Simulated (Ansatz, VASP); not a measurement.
## InSe: VASP beside Ansatz

```
CELL_PARAMETERS angstrom
5.84828 -2.04813 0.00000
5.84828 2.04813 0.00000
-1.59407 0.00000 4.30920
ATOMIC_POSITIONS crystal
In 0.88400 0.88400 0.00500
In 0.11600 0.11600 0.99500
Se 0.66000 0.66000 0.64200
Se 0.34000 0.34000 0.35800
```

Change from the starting cell: volume scaled by 0.99, crystal datasets.

Alike in both runs: task electric field gradients; functional PBEsol; k mesh 7 × 7 × 6; occupations fermi-dirac, width 0.02 eV; no spin polarisation.

|  | VASP | Ansatz |
| --- | --- | --- |
| version | VASP 6.6.1 | Ansatz 0.2.0 |
| potentials or method | VASP PAW PBE potentials, release 64 (In_d, Se), cutoff 520 eV | all-electron PAW with datasets made for the crystal, scalar-relativistic |

```csv
,VASP,Ansatz,Ansatz less VASP
gap on the k mesh at the Fermi level (eV),0.91,0.91,+0.005
pressure (GPa),0.5,0.5,-0.06
"traceless stress, the component that is largest in VASP (GPa)",2.33,2.31,-0.020
rms of the force components (eV/Å),0.373,0.372,-0.0008
size of Vzz on the site where it differs most (V/Å²),73.0,76.8,+3.73
```

VASP's potentials were made for PBE, not for PBEsol. Atom by atom the forces differ by 0.009 eV/Å (rms over components). Ansatz ran all-electron here, and VASP with PAW potentials.
